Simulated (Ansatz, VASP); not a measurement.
# Two plane-wave programs on NiBTe3

```
CELL_PARAMETERS angstrom
4.77545 0.00000 0.00000
0.00000 4.77545 0.00000
0.00000 0.00000 4.77545
ATOMIC_POSITIONS crystal
Ni 0.50000 0.50000 0.50000
B 0.00000 0.00000 0.00000
Te 0.00000 0.50000 0.50000
Te 0.50000 0.00000 0.50000
Te 0.50000 0.50000 0.00000
```

Alike in both runs: task relaxation of cell and atoms; functional r2SCAN; k mesh 4 × 4 × 4; occupations gaussian, width 0.1 eV; no spin polarisation.

```csv
,VASP,Ansatz
version,VASP 6.6.1,Ansatz 0.2.0
potentials or method,"VASP PAW PBE potentials, release 64 (Ni, B, Te), cutoff 600 eV","scalar-relativistic, plane waves, PAW"
valence electrons in the cell,31,69
```

```tsv
	VASP	Ansatz	Ansatz less VASP
gap on the k mesh at the Fermi level, each at its own relaxed structure (eV)	none	none	-
relaxed volume (Å³/atom)	25.55	25.48	-0.071
relaxed cell length with the largest relative difference (Å)	5.036	5.032	-0.0046
```

VASP's potentials were made for PBE, not for r2SCAN. A gap of «none» marks a metal or a gap that the smearing closes. VASP's potentials hold 31 valence electrons a cell and Ansatz's 69, so a difference there can come from the potentials and not from the codes.

Neither program's run includes spin-orbit coupling. Noted on VASP's run: the volume moved by over 15 % at a fixed basis, so the end points are rough.
